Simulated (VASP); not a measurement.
# I in VASP: a series of runs

Runs on I. Level: PBE. Tasks: single point.

Program: VASP 6.6.1. These are calculated values, not measurements. Logs are shortened: lines on timing, memory, paths and dates and some standing lists are left out, and cuts for length are marked.

## (1) The cell of the first run

It takes space group Fmmm (No. 69, orthorhombic). The conventional cell has a = 4.384 Å, b = 4.731 Å, c = 7.820 Å, α = 90.00°, β = 90.00°, γ = 90.00°. I (site symmetry mmm) has 4 I at 3.23 Å within 4.2 Å.

## (2) Single point, PBE

INCAR

```
PREC = Accurate
ENCUT = 500
EDIFF = 1E-6
ISMEAR = 0
SIGMA = 0.1
LREAL = False
LASPH = True
NELM = 120
ALGO = Normal
ISIF = 2
LWAVE = False
LCHARG = False
GGA = PE
ISYM = 0
NBANDS = 10
GGA_COMPAT = False
```

KPOINTS

```
Automatic mesh
0
Gamma
  3 6 6
  0 0 0.5
```

POSCAR

```
I
1.0
    0.0000000000      2.3656004428      3.9098401324
    2.1922454667      0.0000000000      3.9098401324
    2.1922454667      2.3656004428      0.0000000000
I
1
Direct
    0.0000000000      0.0000000000      0.0000000000
```

Potentials or basis: VASP PAW PBE potentials, release 64 (I).

Command:

```sh
> cat potpaw_PBE.64/I/POTCAR > POTCAR
> mpirun -np 1 vasp_std > vasp.out
```

OUTCAR:

```text
PREC = Accurate
   ENCUT = 500
   EDIFF = 1E-6
   ISMEAR = 0
   LREAL = False
   LASPH = True
   NELM = 120
   ISIF = 2
   GGA = PE
   ISYM = 0

 ion  position               nearest neighbor table
   1  0.000  0.000  0.000-

IMPORTANT INFORMATION: All symmetrisations will be switched off!
NOSYMM: (Re-)initialisation of all symmetry stuff for point group C_1.

----------------------------------------------------------------------------------------

                                     Primitive cell

  volume of cell :      40.5527

  direct lattice vectors                    reciprocal lattice vectors
     0.000000000  2.365600443  3.909840132    -0.228076649  0.211362828  0.127882467
     2.192245467  0.000000000  3.909840132     0.228076649 -0.211362828  0.127882467
     2.192245467  2.365600443  0.000000000     0.228076649  0.211362828 -0.127882467

  length of vectors
     4.569782852  4.482498193  3.225214046     0.336224818  0.336224818  0.336224818

  position of ions in fractional coordinates (direct lattice)
     0.000000000  0.000000000  0.000000000

  ion indices of the primitive-cell ions
   primitive index   ion index
                 1           1

----------------------------------------------------------------------------------------

 KPOINTS: Automatic mesh

Automatic generation of k-mesh.
 Grid dimensions read from file:
 generate k-points for:    3    6    6

 Generating k-lattice:

  Cartesian coordinates                     Fractional coordinates (reciprocal lattice)
    -0.076025550  0.070454276  0.042627489     0.333333333  0.000000000  0.000000000
     0.038012775 -0.035227138  0.021313744     0.000000000  0.166666667  0.000000000
     0.038012775  0.035227138 -0.021313744     0.000000000  0.000000000  0.166666667

  Length of vectors
     0.112074939  0.056037470  0.056037470

  Shift w.r.t. Gamma in fractional coordinates (k-lattice)
     0.000000000  0.000000000  0.500000000

 -----------------------------------------------------------------------------
|                                                                             |
|           W    W    AA    RRRRR   N    N  II  N    N   GGGG   !!!           |
|           W    W   A  A   R    R  NN   N  II  NN   N  G    G  !!!           |
|           W    W  A    A  R    R  N N  N  II  N N  N  G       !!!           |
|           W WW W  AAAAAA  RRRRR   N  N N  II  N  N N  G  GGG   !            |
|           WW  WW  A    A  R   R   N   NN  II  N   NN  G    G                |
|           W    W  A    A  R    R  N    N  II  N    N   GGGG   !!!           |
|                                                                             |
|     Your reciprocal lattice and k-lattice belong to different lattice       |
|     classes:                                                                |
|                                                                             |
|        The reciprocal lattice is body-centered orthorhombic,                |
|        whereas your k-lattice is base-centered monoclinic.                  |
|                                                                             |
|     Results are often still useful ...                                      |
|                                                                             |
 -----------------------------------------------------------------------------

 WARNING: IBZKPT: internal override: KBLOWUP is changed to .FALSE.
      ... skipping the blow-up phase ...

 Subroutine IBZKPT returns following result:
 ===========================================

 Found     54 irreducible k-points:

 Following reciprocal coordinates:
            Coordinates               Weight
 -0.000000  0.000000  0.083333      2.000000
  0.333333 -0.000000  0.083333      2.000000
 -0.333333  0.000000  0.083333      2.000000
 -0.000000  0.166667  0.083333      2.000000
  0.333333  0.166667  0.083333      2.000000
 -0.333333  0.166667  0.083333      2.000000
[... 16 lines left out ...]
  0.333333  0.166667  0.250000      2.000000
 -0.333333  0.166667  0.250000      2.000000
 [... further k-points ...]
   k-points           NKPTS =     54   k-points in BZ     NKDIM =     54   number of bands    NBANDS=     10
   number of dos      NEDOS =    301   number of ions     NIONS =      1
   total plane-waves  NPLWV =  31104
   dimension x,y,z NGX =    36 NGY =   36 NGZ =   24
   dimension x,y,z NGXF=    72 NGYF=   72 NGZF=   48
   ions per type =               1
   NGX,Y,Z   is equivalent  to a cutoff of  13.10, 13.35, 12.37 a.u.
   NGXF,Y,Z  is equivalent  to a cutoff of  26.19, 26.70, 24.74 a.u.
 SYSTEM =  unknown system
   PREC   = accura    normal or accurate (medium, high low for compatibility)
   ISTART =      0    job   : 0-new  1-cont  2-samecut
   ICHARG =      2    charge: 1-file 2-atom 10-const
   ISPIN  =      1    spin polarized calculation?
   LNONCOLLINEAR =      F non collinear calculations
   LSORBIT =      F    spin-orbit coupling
   LASPH  =      T    aspherical Exc in radial PAW
   ENCUT  =  500.0 eV  36.75 Ry    6.06 a.u.   8.33  8.17  5.88*2*pi/ulx,y,z
   NELM   =    120;   NELMIN=  2; NELMDL= -5     # of ELM steps
   EDIFF  = 0.1E-05   stopping-criterion for ELM
   LREAL  =      F    real-space projection
   EDIFFG = 0.1E-04   stopping-criterion for IOM
   NSW    =      0    number of steps for IOM
   IBRION =     -1    ionic relax: 0-MD 1-quasi-New 2-CG
   NFREE  =      0    steps in history (QN), initial steepest desc. (CG)
   ISIF   =      2    stress and relaxation
   ISYM   =      0    0-nonsym 1-usesym 2-fastsym
   POTIM  = 0.5000    time-step for ionic-motion
   TEBEG  =    0.0;   TEEND  =   0.0 temperature during run
   PSTRESS=    0.0 pullay stress
   NELECT =       7.0000    total number of electrons
   NUPDOWN=      -1.0000    fix difference up-down
   EMIN   =  10.00;   EMAX   =-10.00  energy-range for DOS
   EFERMI =   0.00;   METHOD = LEGACY
   ISMEAR =     0;   SIGMA  =   0.10  broadening in eV -4-tet -1-fermi 0-gaus
   EFERMI_NEDOS =   21; number of points for ismear=-14 and -15
   IALGO  =     38    algorithm
   IMIX   =      4    mixing-type and parameters
     AMIX     =   0.40;   BMIX     =  1.00
     AMIX_MAG =   1.60;   BMIX_MAG =  1.00
  volume/ion in A,a.u.               =      40.55       273.66
  Fermi-wavevector in a.u.,A,eV,Ry     =   0.911523  1.722529 11.304731  0.830874
  Thomas-Fermi vector in A             =   2.035812
   LORBIT       =      0    0 simple, 1 ext, 2 COOP (PROOUT), +10 PAW based schemes
   GGA     = PE    functional components
   LHFCALC =     F    Hartree Fock is set to
   AEXX    =    0.0000 exact exchange contribution
   IVDW    =     0    specifies the selected vdW correction
   LEPSILON=     F    determine dielectric tensor
   LRPA    =     F    only Hartree local field effects (RPA)
 non-spin polarized calculation
 Gauss-broadening in eV      SIGMA  =   0.10
  energy-cutoff  :      500.00
  volume of cell :       40.55
 maximum number of plane-waves:      1045
 NGX is ok and might be reduce to    36
   NGX = 17   NGY = 17   NGZ = 11

 number of electron       7.0000000 magnetization

 Free energy of the ion-electron system (eV)
  ---------------------------------------------------
  ext. energy  EPLUGINS =         0.00000000
  ---------------------------------------------------
  free energy    TOTEN  =        -1.39497570 eV

  energy without entropy =       -1.39037333  energy(sigma->0) =       -1.39267451

 E-fermi :   3.4793     XC(G=0):  -8.2583

 val. band max:        3.4783518521   @ k =  -0.3333  -0.3333   0.0833
 cond. band min:       3.5308576698   @ k =   0.3333   0.3333   0.0833
 fundamental gap:      0.0525058177
 Fermi energy:         3.4793322172

 k-point     1 :      -0.0000    0.0000    0.0833
  band No.  band energies     occupation
      1     -10.3051      2.00000
      2       1.5556      2.00000
      3       3.6634      0.00924
      4       4.5366      0.00000
      5       8.2498      0.00000
      6      11.3119      0.00000
      7      12.2238      0.00000
      8      13.9938      0.00000
      9      15.8782      0.00000
     10      16.5169      0.00000

 k-point     2 :       0.3333   -0.0000    0.0833
  band No.  band energies     occupation
      1      -9.3612      2.00000
      2      -0.2643      2.00000
      3       1.8730      2.00000
      4       4.4397      0.00000
      5       9.1359      0.00000
      6      11.2499      0.00000
      7      12.7729      0.00000
      8      13.8119      0.00000
      9      16.0962      0.00000
     10      18.7814      0.00000

 k-point     3 :      -0.3333    0.0000    0.0833
  band No.  band energies     occupation
      1      -9.2890      2.00000
      2      -0.4313      2.00000
      3       1.5951      2.00000
      4       4.1623      0.00000
      5       9.1249      0.00000
      6      12.6027      0.00000
      7      12.8491      0.00000
      8      15.3313      0.00000
      9      16.1188      0.00000
     10      17.5741      0.00000

 k-point     4 :      -0.0000    0.1667    0.0833
  band No.  band energies     occupation
      1     -10.0203      2.00000
      2       1.7376      2.00000
      3       2.3918      2.00000
      4       3.7922      0.00001
      5       8.7151      0.00000
      6      12.2631      0.00000
      7      12.4353      0.00000
      8      14.1089      0.00000
      9      14.3300      0.00000
     10      18.3786      0.00000
[... 222 lines left out ...]
 k-point    22 :      -0.0000    0.1667    0.2500
  band No.  band energies     occupation
      1      -9.4799      2.00000
      2       0.8969      2.00000
      3       2.0658      2.00000
      4       2.7229      2.00000
      5       9.4613      0.00000
      6      10.9798      0.00000
      7      12.7370      0.00000
      8      14.2159      0.00000
      9      15.4211      0.00000
     10      17.4232      0.00000

 k-point    23 :       0.3333    0.1667    0.2500
  band No.  band energies     occupation
      1      -9.5236      2.00000
      2       1.0817      2.00000
      3       1.8385      2.00000
      4       3.0521      2.00000
      5       9.5484      0.00000
      6      11.6962      0.00000
      7      12.7407      0.00000
      8      13.9428      0.00000
      9      14.4550      0.00000
     10      16.6629      0.00000

 k-point    24 :      -0.3333    0.1667    0.2500
  band No.  band energies     occupation
      1      -8.3723      2.00000
      2      -1.0614      2.00000
      3       1.8298      2.00000
      4       2.2305      2.00000
      5       9.1596      0.00000
      6       9.9485      0.00000
      7      12.6844      0.00000
      8      15.4397      0.00000
      9      16.4128      0.00000
     10      17.8238      0.00000

 [... further k-points ...]

------------------------ aborting loop because EDIFF is reached ----------------------------------------

  FORCE on cell =-STRESS in cart. coord.  units (eV):
  Direction    XX          YY          ZZ          XY          YZ          ZX
  --------------------------------------------------------------------------------------
  -------------------------------------------------------------------------------------
  Total        0.1267049      0.0810456      0.2223186     -1.5126052      0.0087044     -0.0037010
  in kB        5.0059262      3.2019917      8.7834849    -59.7608294      0.3439000     -0.1462209
  external PRESSURE =       5.6638009 kB  Pullay stress =       0.0000000 kB

 VOLUME and BASIS-vectors are now :
 -----------------------------------------------------------------------------
  energy-cutoff  :      500.00
  volume of cell :       40.55
      direct lattice vectors                 reciprocal lattice vectors
     0.000000000  2.365600443  3.909840132    -0.228076649  0.211362828  0.127882467
     2.192245467  0.000000000  3.909840132     0.228076649 -0.211362828  0.127882467
     2.192245467  2.365600443  0.000000000     0.228076649  0.211362828 -0.127882467

 POSITION                                       TOTAL-FORCE (eV/Angst)
 -----------------------------------------------------------------------------------
      0.00000      0.00000      0.00000         0.000000     -0.000000     -0.000000
 -----------------------------------------------------------------------------------
    total drift:                                0.000000     -0.000000     -0.000000

  FREE ENERGIE OF THE ION-ELECTRON SYSTEM (eV)
  ---------------------------------------------------
  free  energy   TOTEN  =        -1.3949756952 eV

  energy  without entropy=       -1.3903733272  energy(sigma->0) =       -1.39267451
```

Wall time 22 s (1 thread of Intel Xeon 8259CL, shared host); peak memory 0.18 GiB.

Results:

```yaml
Free_energy: -1.3950 eV
Pressure: 0.6 GPa
```

Levels at points of the mesh, in eV from the Fermi level:
```
           k point  band 2  band 3  band 4  band 5  band 6  band 7
(0.00, 0.00, 0.08)   -1.92    0.18    1.06    4.77    7.83    8.74
```

Caveat: the k points lie up to 0.70 Å⁻¹ apart; spin-orbit coupling is left out, which moves the levels of the heavy elements; an odd number of electrons without spin polarisation forces a metal; a magnetic or distorted state may lie lower.

## (3) Single point, PBE

This run uses another cell than the first one, of 60.02 Å³/atom, 1.480 times its volume.

INCAR

```
SYSTEM = I
PREC = Accurate
ENCUT = 500
EDIFF = 1E-6
ISMEAR = 0
SIGMA = 0.1
LREAL = .False.
LASPH = .True.
NELM = 120
ALGO = Normal
ISIF = 2
LWAVE = .False.
LCHARG = .False.
GGA = PE
NBANDS = 10
GGA_COMPAT = .False.
```

KPOINTS

```
Automatic mesh
0
Gamma
  6 6 6
  0 0 0
```

POSCAR

```
I
1.0
    0.0000000000      2.6958473558      4.4556688406
    2.4982913588      0.0000000000      4.4556688406
    2.4982913588      2.6958473558      0.0000000000
I
1
Direct
    0.0000000000      0.0000000000      0.0000000000
```

Potentials or basis: VASP PAW PBE potentials, release 64 (I).

Command:

```sh
> cat potpaw_PBE.64/I/POTCAR > POTCAR
> mpirun -np 1 vasp_std > vasp.out
```

It took 36 s on 1 thread of Intel Xeon 8259CL, shared host; peak memory 0.2 GiB.

The run converged. Its results:

| Property | Result |
| --- | --- |
| Free energy | -1.0755 eV |
| Pressure | -3.0 GPa |

Stress tensor (GPa, compression positive):
```
-4.18  0.00  0.00
 0.00 -4.89  0.00
 0.00  0.00  0.05
```

Levels at points of the mesh, in eV from the Fermi level:
```csv
k point,band 1,band 2,band 3,band 4,band 5,band 6,band 7,band 8,band 9
"(0.00, 0.00, 0.00)",-11.74,-0.73,0.58,0.75,5.32,8.14,8.24,11.79,12.06
"(0.50, 0.00, 0.00)",-11.17,-2.63,-0.57,1.03,6.34,8.88,10.05,11.41,11.59
"(0.50, 0.50, 0.00)",-11.67,-1.69,0.50,0.68,7.17,7.90,9.18,12.81,13.75
"(0.50, 0.00, 0.50)",-10.67,-2.21,-1.73,0.03,5.84,7.80,9.87,10.77,11.05
"(0.00, 0.50, 0.50)",-10.66,-2.07,-1.87,-0.09,5.84,7.19,10.40,11.00,11.54
```

Caveat: spin-orbit coupling is left out, which moves the levels of the heavy elements; an odd number of electrons without spin polarisation forces a metal; a magnetic or distorted state may lie lower.

(Part 1 of 2 ends here.)
